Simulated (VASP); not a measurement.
**Sr3Ca: single point with LDA**

The system is Sr3Ca.

```
Sr Ca
1.0
    -2.99272    2.99272    5.95671
     2.99272   -2.99272    5.95671
     2.99272    2.99272   -5.95671
Sr Ca
3 1
Direct
  0.75000 0.25000 0.50000
  0.25000 0.75000 0.50000
  0.50000 0.50000 0.00000
  0.00000 0.00000 0.00000
```

```json
{"Program": "VASP 6.6.1", "Task": "single point", "Functional": "LDA", "Potentials or basis": "VASP PAW LDA potentials, release 64 (Sr_sv, Ca_sv)", "Cutoff": "520 eV", "k mesh": "6 × 6 × 6", "Occupations": "methfessel-paxton, width 0.025 eV", "Spin": "no spin polarisation"}
```

```json
{
 "Pressure": "-1.8 GPa",
 "Band gap on the k mesh": "zero (bands 20 and 21 overlap by 0.22 eV)"
}
```

Levels at points of the mesh, in eV from the Fermi level:
```tsv
k point	band 18	band 19	band 20	band 21	band 22	band 23
(0.00, 0.00, 0.00)	-0.61	-0.01	0.20	0.34	0.49	0.49
(0.50, 0.00, 0.00)	-2.18	-0.45	-0.29	0.53	0.55	0.63
(0.50, 0.50, 0.00)	-1.44	-1.16	-1.07	-0.01	0.07	0.77
(0.50, 0.50, 0.50)	-2.45	-0.69	-0.54	0.35	0.35	0.98
```

Run time: 2.6 min on 1 thread of AMD EPYC 9R45 96-Core Processor (Zen 5), on a shared host, peak memory 0.37 GiB.
